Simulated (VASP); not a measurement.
The system is RbAsPd3.

```
CELL_PARAMETERS angstrom
4.55906 0.00000 0.00000
0.00000 4.55906 0.00000
0.00000 0.00000 4.55906
ATOMIC_POSITIONS crystal
Rb 0.00000 0.00000 0.00000
As 0.50000 0.50000 0.50000
Pd 0.00000 0.50000 0.50000
Pd 0.50000 0.00000 0.50000
Pd 0.50000 0.50000 0.00000
```

The cell was built from a structure type or drawn by symmetry, and may not be a known phase.

- Program: VASP 6.6.1
- Task: relaxation of cell and atoms
- Functional: PBE
- Potentials or basis: VASP PAW PBE potentials, release 64 (Rb_sv, As, Pd)
- Cutoff: 600 eV
- k mesh: 4 × 4 × 4
- Occupations: gaussian, width 0.1 eV
- Spin: no spin polarisation

At the start: pressure 21.2 GPa; volume 18.95 Å³/atom.

Question: How do energy, volume and symmetry change on relaxing?

Answer: Over 3 steps the energy falls by 224.6 meV/atom and the volume is 23.10 Å³/atom (+21.9 %); space group Pm-3m (No. 221, to 0.1 Å) before and after.

Step by step:
```csv
step,energy change (eV),largest force (eV/Å),pressure (GPa),volume (Å³)
1,0.0000,0.0000,21.22,94.76
2,-0.7006,0.0000,-6.45,133.53
3,-1.1231,0.0000,-0.01,115.52
```

Final structure:
```xyz
5
Lattice="4.8702 0.0000 0.0000 0.0000 4.8702 0.0000 0.0000 0.0000 4.8702" Properties=species:S:1:pos:R:3 pbc="T T T"
Rb    0.0000    0.0000    0.0000
As    2.4351    2.4351    2.4351
Pd    0.0000    2.4351    2.4351
Pd    2.4351    0.0000    2.4351
Pd    2.4351    2.4351    0.0000
```

Caveat: the volume moved by over 15 % at a fixed basis, so the end points are rough.
